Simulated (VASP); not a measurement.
# Ti3H in VASP: a series of runs

Runs on Ti3H. Level: PBE. Tasks: single point.

Program: VASP 6.6.1. These are calculated values, not measurements. Logs are shortened: lines on timing, memory, paths and dates and some standing lists are left out, and cuts for length are marked.

## 1. The cell of the first run

The cell holds a slab with vacuum, 4 atoms: a = 2.819 Å, b = 2.819 Å, c = 19.826 Å, α = 90.00°, β = 90.00°, γ = 109.47°.

## 2. Single point, PBE

INCAR

```
PREC     = Accurate       # precision mode
ENCUT    = 520            # plane-wave cutoff, eV
EDIFF    = 1E-6           # SCF threshold, eV
ISMEAR   = 0              # smearing method
SIGMA    = 0.1            # smearing width, eV
LREAL    = False          # projectors in reciprocal space
LASPH    = True           # aspherical terms in the spheres
NELM     = 100            # most SCF steps
ALGO     = Normal         # electronic algorithm
ISIF     = 2              # what is computed and relaxed
LWAVE    = False          # write WAVECAR
LCHARG   = True           # write CHGCAR
LDIPOL   = True         
IDIPOL   = 3            
DIPOL    = 0.5 0.5 0.356
GGA      = PE             # functional
LELF     = True           # ELF
LVHAR    = True         
LVACPOTAV= True         
NBANDS   = 26             # bands
```

KPOINTS

```
Automatic mesh
0
Gamma
  10 10 1
```

POSCAR

```
Ti3H
1.0
    2.8192036097      0.0000000000      0.0000000000
   -0.9397345366      2.6579706533      0.0000000000
    0.0000000000      0.0000000000     19.8263799740
Ti H
3 1
Direct
    0.5000000000      0.5000000000      0.2017514042
    0.0000000000      0.0000000000      0.3111715134
    0.5000000000      0.5000000000      0.4199647129
    0.8333333333      0.8333333333      0.4893470947
```

Potentials or basis: VASP PAW PBE potentials, release 64 (Ti_sv, H).

Started as:

```bash
> cat potpaw_PBE.64/Ti_sv/POTCAR potpaw_PBE.64/H/POTCAR > POTCAR
> mpirun -np 1 vasp_std > vasp.out
```

OUTCAR:

```text
PREC = Accurate
   ENCUT = 520
   EDIFF = 1E-6
   ISMEAR = 0
   LREAL = False
   LASPH = True
   NELM = 100
   ISIF = 2
   GGA = PE

 ion  position               nearest neighbor table
   1  0.500  0.500  0.202-   2 2.71   2 2.71
   2  0.000  0.000  0.311-   3 2.70   3 2.70   1 2.71   1 2.71
   3  0.500  0.500  0.420-   4 1.75   2 2.70   2 2.70
   4  0.833  0.833  0.489-   3 1.75

  LATTYP: Found a base centered orthorhombic cell.
 ALAT       =     3.2553359259
 B/A-ratio  =     1.4142135624
 C/A-ratio  =     6.0904252050

  Lattice vectors:

 A1 = (   2.8192036097,   0.0000000000,   0.0000000000)
 A2 = (  -0.9397345366,   2.6579706533,   0.0000000000)
 A3 = (   0.0000000000,   0.0000000000,  19.8263799740)

Analysis of symmetry for initial positions (statically):
=====================================================================
 Subroutine PRICEL returns:
 Original cell was already a primitive cell.

 Routine SETGRP: Setting up the symmetry group for a
 base centered orthorhombic supercell.

 Subroutine GETGRP returns: Found  2 space group operations
 (whereof  2 operations were pure point group operations)
 out of a pool of  8 trial point group operations.

The static configuration has the point symmetry C_1h.

Analysis of symmetry for dynamics (positions and initial velocities):
=====================================================================
 Subroutine PRICEL returns:
 Original cell was already a primitive cell.

 Routine SETGRP: Setting up the symmetry group for a
 base centered orthorhombic supercell.

 Subroutine GETGRP returns: Found  2 space group operations
 (whereof  2 operations were pure point group operations)
 out of a pool of  8 trial point group operations.

The dynamic configuration has the point symmetry C_1h.

 Subroutine INISYM returns: Found  2 space group operations
 (whereof  2 operations are pure point group operations),
 and found     1 'primitive' translations

----------------------------------------------------------------------------------------

                                     Primitive cell

  volume of cell :     148.5662

  direct lattice vectors                    reciprocal lattice vectors
     2.819203610  0.000000000  0.000000000     0.354710102  0.125408959  0.000000000
    -0.939734537  2.657970653  0.000000000     0.000000000  0.376226878  0.000000000
     0.000000000  0.000000000 19.826379974     0.000000000  0.000000000  0.050437851

  length of vectors
     2.819203610  2.819203610 19.826379974     0.376226878  0.376226878  0.050437851

  position of ions in fractional coordinates (direct lattice)
     0.500000000  0.500000000  0.201751404
     0.000000000  0.000000000  0.311171513
     0.500000000  0.500000000  0.419964713
     0.833333333  0.833333333  0.489347095

  ion indices of the primitive-cell ions
   primitive index   ion index
                 1           1
                 2           2
                 3           3
                 4           4

----------------------------------------------------------------------------------------

 KPOINTS: Automatic mesh

Automatic generation of k-mesh.
 Grid dimensions read from file:
 generate k-points for:   10   10    1

 Generating k-lattice:

  Cartesian coordinates                     Fractional coordinates (reciprocal lattice)
     0.035471010  0.012540896  0.000000000     0.100000000  0.000000000  0.000000000
     0.000000000  0.037622688  0.000000000     0.000000000  0.100000000  0.000000000
     0.000000000  0.000000000  0.050437851     0.000000000  0.000000000  1.000000000

  Length of vectors
     0.037622688  0.037622688  0.050437851

  Shift w.r.t. Gamma in fractional coordinates (k-lattice)
     0.000000000  0.000000000  0.000000000

 Subroutine IBZKPT returns following result:
 ===========================================

 Found     31 irreducible k-points:

 Following reciprocal coordinates:
            Coordinates               Weight
  0.000000  0.000000  0.000000      1.000000
  0.100000  0.000000  0.000000      4.000000
  0.200000  0.000000  0.000000      4.000000
  0.300000  0.000000  0.000000      4.000000
  0.400000 -0.000000  0.000000      4.000000
  0.500000  0.000000  0.000000      2.000000
[... 16 lines left out ...]
  0.300000  0.300000  0.000000      2.000000
  0.400000  0.300000  0.000000      4.000000
 [... further k-points ...]
   k-points           NKPTS =     31   k-points in BZ     NKDIM =     31   number of bands    NBANDS=     26
   number of dos      NEDOS =    301   number of ions     NIONS =      4
   total plane-waves  NPLWV =  86400
   dimension x,y,z NGX =    24 NGY =   24 NGZ =  150
   dimension x,y,z NGXF=    48 NGYF=   48 NGZF=  300
   ions per type =               3   1
   NGX,Y,Z   is equivalent  to a cutoff of  14.15, 14.15, 12.58 a.u.
   NGXF,Y,Z  is equivalent  to a cutoff of  28.31, 28.31, 25.16 a.u.
 SYSTEM =  unknown system
   PREC   = accura    normal or accurate (medium, high low for compatibility)
   ISTART =      0    job   : 0-new  1-cont  2-samecut
   ICHARG =      2    charge: 1-file 2-atom 10-const
   ISPIN  =      1    spin polarized calculation?
   LNONCOLLINEAR =      F non collinear calculations
   LSORBIT =      F    spin-orbit coupling
   LASPH  =      T    aspherical Exc in radial PAW
   ENCUT  =  520.0 eV  38.22 Ry    6.18 a.u.   5.24  5.24 36.86*2*pi/ulx,y,z
   NELM   =    100;   NELMIN=  2; NELMDL= -5     # of ELM steps
   EDIFF  = 0.1E-05   stopping-criterion for ELM
   LREAL  =      F    real-space projection
   EDIFFG = 0.1E-04   stopping-criterion for IOM
   NSW    =      0    number of steps for IOM
   IBRION =     -1    ionic relax: 0-MD 1-quasi-New 2-CG
   NFREE  =      0    steps in history (QN), initial steepest desc. (CG)
   ISIF   =      2    stress and relaxation
   ISYM   =      2    0-nonsym 1-usesym 2-fastsym
   POTIM  = 0.5000    time-step for ionic-motion
   TEBEG  =    0.0;   TEEND  =   0.0 temperature during run
   PSTRESS=    0.0 pullay stress
   NELECT =      37.0000    total number of electrons
   NUPDOWN=      -1.0000    fix difference up-down
   EMIN   =  10.00;   EMAX   =-10.00  energy-range for DOS
   EFERMI =   0.00;   METHOD = LEGACY
   ISMEAR =     0;   SIGMA  =   0.10  broadening in eV -4-tet -1-fermi 0-gaus
   EFERMI_NEDOS =   21; number of points for ismear=-14 and -15
   IALGO  =     38    algorithm
   IMIX   =      4    mixing-type and parameters
     AMIX     =   0.40;   BMIX     =  1.00
     AMIX_MAG =   1.60;   BMIX_MAG =  1.00
  volume/ion in A,a.u.               =      37.14       250.64
  Fermi-wavevector in a.u.,A,eV,Ry     =   1.029996  1.946410 14.434299  1.060891
  Thomas-Fermi vector in A             =   2.164071
   LORBIT       =      0    0 simple, 1 ext, 2 COOP (PROOUT), +10 PAW based schemes
   GGA     = PE    functional components
   LHFCALC =     F    Hartree Fock is set to
   AEXX    =    0.0000 exact exchange contribution
   IVDW    =     0    specifies the selected vdW correction
   LEPSILON=     F    determine dielectric tensor
   LRPA    =     F    only Hartree local field effects (RPA)
 non-spin polarized calculation
 Gauss-broadening in eV      SIGMA  =   0.10
  energy-cutoff  :      520.00
  volume of cell :      148.57
 maximum number of plane-waves:      4027
 NGX is ok and might be reduce to    24
   NGX = 11   NGY = 11   NGZ = 73

 dipolmoment           0.000000      0.000000     -0.169577 electrons x Angstroem

 number of electron      36.9999993 magnetization

 dipolmoment           0.000000      0.000000      0.032885 electrons x Angstroem

 Free energy of the ion-electron system (eV)
  ---------------------------------------------------
  ext. energy  EPLUGINS =         0.00000000
  ---------------------------------------------------
  free energy    TOTEN  =       -25.26089484 eV

  energy without entropy =      -25.21731052  energy(sigma->0) =      -25.23910268

 E-fermi :  -0.0032     XC(G=0):  -5.0959

 val. band max:       -0.0056244082   @ k =   0.1000   0.0000   0.0000
 cond. band min:       0.0024031703   @ k =   0.2000   0.0000   0.0000
 fundamental gap:      0.0080275785
 Fermi energy:        -0.0031943965

 k-point     1 :       0.0000    0.0000    0.0000
  band No.  band energies     occupation
      1     -56.6947      2.00000
      2     -56.6409      2.00000
      3     -56.2728      2.00000
      4     -33.1456      2.00000
      5     -32.9728      2.00000
      6     -32.7073      2.00000
[... 18 lines left out ...]
     25       2.2928      0.00000
     26       2.5948      0.00000

 k-point     2 :       0.1000    0.0000    0.0000
  band No.  band energies     occupation
      1     -56.6875      2.00000
      2     -56.6339      2.00000
      3     -56.2676      2.00000
      4     -33.1304      2.00000
      5     -32.9769      2.00000
      6     -32.7348      2.00000
[... 18 lines left out ...]
     25       2.2668      0.00000
     26       2.4917      0.00000

 k-point     3 :       0.2000    0.0000    0.0000
  band No.  band energies     occupation
      1     -56.6687      2.00000
      2     -56.6157      2.00000
      3     -56.2540      2.00000
      4     -33.0924      2.00000
      5     -32.9929      2.00000
      6     -32.8446      2.00000
[... 18 lines left out ...]
     25       2.3456      0.00000
     26       2.4704      0.00000

 k-point     4 :       0.3000    0.0000    0.0000
  band No.  band energies     occupation
      1     -56.6453      2.00000
      2     -56.5928      2.00000
      3     -56.2373      2.00000
      4     -33.0780      2.00000
      5     -33.0344      2.00000
      6     -32.9574      2.00000
[... 18 lines left out ...]
     25       2.4870      0.00000
     26       2.5444      0.00000

 k-point     5 :       0.4000   -0.0000    0.0000
  band No.  band energies     occupation
      1     -56.6264      2.00000
      2     -56.5741      2.00000
      3     -56.2238      2.00000
      4     -33.1624      2.00000
      5     -33.0836      2.00000
      6     -33.0543      2.00000
[... 18 lines left out ...]
     25       2.6556      0.00000
     26       2.7641      0.00000

 k-point     6 :       0.5000    0.0000    0.0000
  band No.  band energies     occupation
      1     -56.6192      2.00000
      2     -56.5668      2.00000
      3     -56.2187      2.00000
      4     -33.2054      2.00000
      5     -33.1151      2.00000
      6     -33.0869      2.00000
[... 427 lines left out ...]
 k-point    21 :      -0.3000    0.2000    0.0000
  band No.  band energies     occupation
      1     -56.6338      2.00000
      2     -56.5808      2.00000
      3     -56.2188      2.00000
      4     -33.0592      2.00000
      5     -32.9618      2.00000
      6     -32.9391      2.00000
[... 18 lines left out ...]
     25       2.0230      0.00000
     26       2.3389      0.00000

 k-point    22 :      -0.2000    0.2000    0.0000
  band No.  band energies     occupation
      1     -56.6538      2.00000
      2     -56.6004      2.00000
      3     -56.2356      2.00000
      4     -33.0862      2.00000
      5     -32.9436      2.00000
      6     -32.8260      2.00000
[... 18 lines left out ...]
     25       1.6781      0.00000
     26       2.0779      0.00000

 k-point    23 :       0.3000    0.3000    0.0000
  band No.  band energies     occupation
      1     -56.6026      2.00000
      2     -56.5502      2.00000
      3     -56.2017      2.00000
      4     -33.0420      2.00000
      5     -33.0224      2.00000
      6     -32.9966      2.00000
[... 18 lines left out ...]
     25       2.6936      0.00000
     26       3.1429      0.00000

 k-point    24 :       0.4000    0.3000    0.0000
  band No.  band energies     occupation
      1     -56.5916      2.00000
      2     -56.5392      2.00000
      3     -56.1880      2.00000
      4     -33.1079      2.00000
      5     -33.0443      2.00000
      6     -33.0116      2.00000
[... 18 lines left out ...]
     25       2.8064      0.00000
     26       3.1695      0.00000

 [... further k-points ...]

------------------------ aborting loop because EDIFF is reached ----------------------------------------

  FORCE on cell =-STRESS in cart. coord.  units (eV):
  Direction    XX          YY          ZZ          XY          YZ          ZX
  --------------------------------------------------------------------------------------
  -------------------------------------------------------------------------------------
  Total       -1.0097648     -0.4268046      0.7931309      0.8244303      1.2343094      0.8727881
  in kB      -10.8895709     -4.6027734      8.5533339      8.8908743     13.3111190      9.4123778
  external PRESSURE =      -2.3130035 kB  Pullay stress =       0.0000000 kB

 VOLUME and BASIS-vectors are now :
 -----------------------------------------------------------------------------
  energy-cutoff  :      520.00
  volume of cell :      148.57
      direct lattice vectors                 reciprocal lattice vectors
     2.819203610  0.000000000  0.000000000     0.354710102  0.125408959  0.000000000
    -0.939734537  2.657970653  0.000000000     0.000000000  0.376226878  0.000000000
     0.000000000  0.000000000 19.826379974     0.000000000  0.000000000  0.050437851

 POSITION                                       TOTAL-FORCE (eV/Angst)
 -----------------------------------------------------------------------------------
      0.93973      1.32899      4.00000        -0.025998     -0.036766     -0.070005
      0.00000      0.00000      6.16940         0.113204      0.160095     -0.243812
      0.93973      1.32899      8.32638        -0.817467     -1.156073      0.319447
      1.56622      2.21498      9.70198         0.730260      1.032744     -0.005630
 -----------------------------------------------------------------------------------
    total drift:                                0.000024      0.000033     -0.000008

  FREE ENERGIE OF THE ION-ELECTRON SYSTEM (eV)
  ---------------------------------------------------
  free  energy   TOTEN  =       -25.2608948436 eV

  energy  without entropy=      -25.2173105238  energy(sigma->0) =      -25.23910268

 vacuum level on the upper side and lower side of the slab         5.086         4.289
```

It took 2.8 min on 1 thread of Intel Xeon 6975P-C (Granite Rapids), shared host; peak memory 0.33 GiB.

What came out:

* Free energy: -25.2609 eV
* Largest force: 1.451 eV/Å
* Band gap on the k mesh: zero (an odd number of electrons rules out a gap without spin polarisation)

Forces in eV/Å, atoms in the order of the input:
```
Ti  -0.026 -0.037 -0.070
Ti   0.113  0.160 -0.244
Ti  -0.817 -1.156  0.319
H    0.730  1.033 -0.006
```

## 3. Single point, PBE

INCAR

```
SYSTEM = Ti3H
ALGO = Normal
DIPOL = 0.5 0.5 0.351
EDIFF = 1E-6
ENCUT = 520
GGA = PE
IDIPOL = 3
ISIF = 2
ISMEAR = 0
LASPH = .True.
LCHARG = .True.
LDIPOL = .True.
LELF = .True.
LREAL = .False.
LVACPOTAV = .True.
LVHAR = .True.
LWAVE = .False.
NBANDS = 26
NELM = 80
PREC = Accurate
SIGMA = 0.1
```

KPOINTS

```
k-points
0
Gamma
  10 10 1
  0 0 0
```

Changes to POSCAR since step 2:

```diff
@@ -11,2 +11,2 @@
     0.5000000000      0.5000000000      0.4199647129
-    0.8333333333      0.8333333333      0.4893470947
+    0.8333333333      1.1666666667      0.4728255046
```

Potentials or basis: VASP PAW PBE potentials, release 64 (Ti_sv, H).

Started as:

```bash
> cat potpaw_PBE.64/Ti_sv/POTCAR potpaw_PBE.64/H/POTCAR > POTCAR
> mpirun -np 1 vasp_std > vasp.out
```

It took 2.8 min on 1 thread of Intel Xeon 6975P-C (Granite Rapids), shared host; peak memory 0.33 GiB.

The run converged. Its results:

```
Free energy            : -25.8473 eV
Largest force          : 0.589 eV/Å
Band gap on the k mesh : zero (an odd number of electrons rules out a gap without spin polarisation)
```

Forces on the atoms (eV/Å):
```
Ti   0.004 -0.003  0.025
Ti  -0.048  0.034 -0.364
Ti  -0.403  0.285  0.321
H    0.446 -0.315  0.018
```

Levels at points of the mesh, in eV from the Fermi level:
| k point | band 15 | band 16 | band 17 | band 18 | band 19 | band 20 | band 21 | band 22 | band 23 | band 24 |
| --- | --- | --- | --- | --- | --- | --- | --- | --- | --- | --- |
| (0.00, 0.00, 0.00) | -3.09 | -1.15 | -0.40 | -0.01 | 0.07 | 0.94 | 1.04 | 1.12 | 1.18 | 2.30 |
| (0.50, 0.00, 0.00) | -1.95 | -1.31 | -0.35 | -0.27 | -0.06 | 0.18 | 1.04 | 2.27 | 2.40 | 2.60 |
| (0.50, 0.50, 0.00) | -1.93 | -1.80 | -1.09 | -0.20 | -0.06 | 1.18 | 1.74 | 1.91 | 2.63 | 3.13 |

[end of part 1 of 3]
